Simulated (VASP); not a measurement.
Crystal: Ge.

```
Ge
1.0
     3.00765    0.00000    0.00000
    -1.50383    2.60470    0.00000
     0.00000    0.00000    4.91150
Ge
2
Direct
  0.33333 0.66667 0.25000
  0.66667 0.33333 0.75000
```

| Item | Value |
| --- | --- |
| Program | VASP 6.6.1 |
| Task | relaxation of cell and atoms |
| Functional | RPBE |
| Potentials or basis | VASP PAW PBE potentials, release 64 (Ge_d) |
| Cutoff | 600 eV |
| k mesh | 12 × 12 × 7 |
| Occupations | fermi-dirac, width 0.1 eV |
| Spin | no spin polarisation |

At the start: pressure 1.8 GPa; volume 19.24 Å³/atom.

Q: How do energy, volume and symmetry change on relaxing?

A: Over 8 steps the energy falls by 11.3 meV/atom and the volume is 19.87 Å³/atom (+3.3 %); space group P6_3/mmc (No. 194, to 0.05 Å).

Step by step:
```csv
step,energy change (eV),largest force (eV/Å),pressure (GPa),volume (Å³)
1,0.0000,0.0000,1.82,38.48
2,-0.0137,0.0000,0.22,39.70
3,-0.0146,0.0000,-1.04,40.56
4,-0.0150,0.0000,-0.87,40.35
5,-0.0210,0.0000,-0.70,40.28
6,-0.0214,0.0000,-0.85,40.26
7,-0.0225,0.0000,0.17,39.55
8,-0.0226,0.0000,-0.02,39.74
```

Final structure:
```cif
data_structure
_symmetry_space_group_name_H-M 'P 1'
_symmetry_Int_Tables_number 1
_cell_length_a 3.0944
_cell_length_b 3.0944
_cell_length_c 4.7924
_cell_angle_alpha 90.000
_cell_angle_beta 90.000
_cell_angle_gamma 120.000
_cell_volume 39.74
loop_
_atom_site_label
_atom_site_type_symbol
_atom_site_fract_x
_atom_site_fract_y
_atom_site_fract_z
_atom_site_occupancy
Ge1 Ge 0.33333 0.66667 0.25000 1
Ge2 Ge 0.66667 0.33333 0.75000 1
```

Caveat: the PAW data sets were made with another functional, which shifts forces and pressure a little.
